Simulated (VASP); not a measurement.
# GaP (zincblende type): single point with PBEsol

Crystal: GaP (zincblende type).

```
Ga P
1.0
     0.00000    2.52429    2.52429
     2.52429    0.00000    2.52429
     2.52429    2.52429    0.00000
Ga P
1 1
Cartesian
  0.0000 0.0000 0.0000
  1.2621 1.2621 1.2621
```

```yaml
Program: VASP 6.6.1
Task: single point
Functional: PBEsol
Potentials_or_basis: VASP PAW PBE potentials, release 64 (Ga_d, P)
Cutoff: 520 eV
k_mesh: 12 × 12 × 12
Occupations: fermi-dirac, width 0.05 eV
Spin: no spin polarisation
Dipole_correction: no
Further_INCAR_settings: ALGO = Normal; EDIFF = 1e-07; NBANDS = 16
```

| Item | Value |
| --- | --- |
| Pressure | 30.6 GPa |
| Band gap on the k mesh | 0.94 eV (least direct gap 3.66 eV) |

Levels at points of the mesh, in eV from the valence-band top:
```tsv
k point	band 7	band 8	band 9	band 10	band 11	band 12
(0.00, 0.00, 0.00)	0.00	0.00	0.00	3.66	3.66	3.66
(0.50, 0.00, 0.00)	-8.26	-1.52	-1.52	2.28	4.47	4.47
(0.50, 0.50, 0.00)	-8.06	-3.64	-3.64	0.94	1.32	12.23
```

Run time: 35 s on 1 thread of Intel(R) Xeon(R) Platinum 8488C (Sapphire Rapids), with other jobs on the host, peak memory 0.18 GiB.

Caveat: the cell stands under pressure; the PAW data sets were made with another functional, which shifts forces and pressure a little. A k mesh can miss the band edges.
